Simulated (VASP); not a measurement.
Wanted: the native input for a VASP 6.6.1 run.

* Task: single point
* Functional: r2SCAN
* Potentials or basis: VASP PAW PBE potentials, release 64 (Cd, O)
* Cutoff: 660 eV
* k mesh: 4 × 4 × 4
* Occupations: gaussian, width 0.01 eV
* Spin: no spin polarisation
* Dipole correction: no
* Further INCAR settings: ALGO = Normal; EDIFF = 1e-06; NBANDS = 16

CdO (Monteponite):

```
CELL_PARAMETERS angstrom
0.00000 2.34950 2.34950
2.34950 0.00000 2.34950
2.34950 2.34950 0.00000
ATOMIC_POSITIONS crystal
Cd 0.00000 0.00000 0.00000
O 0.50000 0.50000 0.50000
```

These files were run (other wordings do the same):

POSCAR

```
CdO
1.0
    0.0000000000      2.3495000000      2.3495000000
    2.3495000000      0.0000000000      2.3495000000
    2.3495000000      2.3495000000      0.0000000000
Cd O
1 1
Direct
    0.0000000000      0.0000000000      0.0000000000
    0.5000000000      0.5000000000      0.5000000000
```

INCAR.step1

```
SYSTEM = CdO
PREC = Accurate
ENCUT = 660
ISMEAR = 0
SIGMA = 0.01
LREAL = .FALSE.
LASPH = .TRUE.
NELM = 120
NBANDS = 16
GGA = PE
ALGO = Normal
EDIFF = 1E-5
LWAVE = .TRUE.
LCHARG = .FALSE.
GGA_COMPAT = .FALSE.
```

INCAR.step2

```
SYSTEM = CdO
PREC = Accurate
ENCUT = 660
EDIFF = 1E-6
ISMEAR = 0
SIGMA = 0.01
LREAL = .FALSE.
LASPH = .TRUE.
NELM = 120
ALGO = Normal
ISIF = 2
LWAVE = .FALSE.
LCHARG = .FALSE.
METAGGA = R2SCAN
LMIXTAU = .TRUE.
NBANDS = 16
ISTART = 1
GGA_COMPAT = .FALSE.
```

KPOINTS

```
Automatic mesh
0
G
  4 4 4
  0 0 0
```

Potentials or basis: VASP PAW PBE potentials, release 64 (Cd, O).

Command:

```console
$ cat potpaw_PBE.64/Cd/POTCAR potpaw_PBE.64/O/POTCAR > POTCAR
$ cp INCAR.step1 INCAR
$ mpirun -np 1 vasp_std > vasp.out
$ cp INCAR.step2 INCAR
$ mpirun -np 1 vasp_std > vasp.out
```

Results of the run:

- Pressure: 2.2 GPa
- Band gap on the k mesh: 0.05 eV, indirect (least direct gap 1.40 eV)

Caveat: the k points lie up to 0.58 Å⁻¹ apart; the PAW data sets were made with another functional, which shifts forces and pressure a little.

It took 72 s on 1 thread of Intel Xeon 8259CL, on a shared host, peak memory 0.16 GiB.
